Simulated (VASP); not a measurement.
A run of VASP 6.6.1 is set up as follows.

INCAR

```
ALGO = Fast
EDIFF = 1E-6
ENCUT = 520
GGA = PE
ISIF = 2
ISMEAR = 0
LASPH = True
LCHARG = False
LREAL = False
LWAVE = False
NBANDS = 60
NELM = 80
PREC = Accurate
SIGMA = 0.1
```

File KPOINTS:

```
k-points
0
Gamma
  6 6 8
```

The input POSCAR:

```
In3Cu
1.0
    7.0754147838      0.0000000029      0.0000000000
   -3.5377073944      6.1274889437      0.0000000000
    0.0000000000      0.0000000000      4.3746243315
In Cu
6 2
Direct
    0.3644095879      0.1822047939      0.7500000000
    0.8177952061      0.1822047939      0.7500000000
    0.8177952061      0.6355904121      0.7500000000
    0.6355904121      0.8177952061      0.2500000000
    0.1822047939      0.8177952061      0.2500000000
    0.1822047939      0.3644095879      0.2500000000
    0.6666666667      0.3333333333      0.2500000000
    0.3333333333      0.6666666667      0.7500000000
```

Potentials or basis: VASP PAW PBE potentials, release 64 (In_d, Cu).

Command:

```console
$ cat potpaw_PBE.64/In_d/POTCAR potpaw_PBE.64/Cu/POTCAR > POTCAR
$ mpirun -np 1 vasp_std > vasp.out
```

(1) Estimate the band gap on the k mesh.

(2) Estimate the pressure.

(3) Estimate the largest force.

## Answers

(1) zero (bands 50 and 51 overlap by 4.09 eV).

(2) 0.2 GPa.

(3) 0.011 eV/Å.

Caveat: spin-orbit coupling is left out, which moves the levels of the heavy elements.
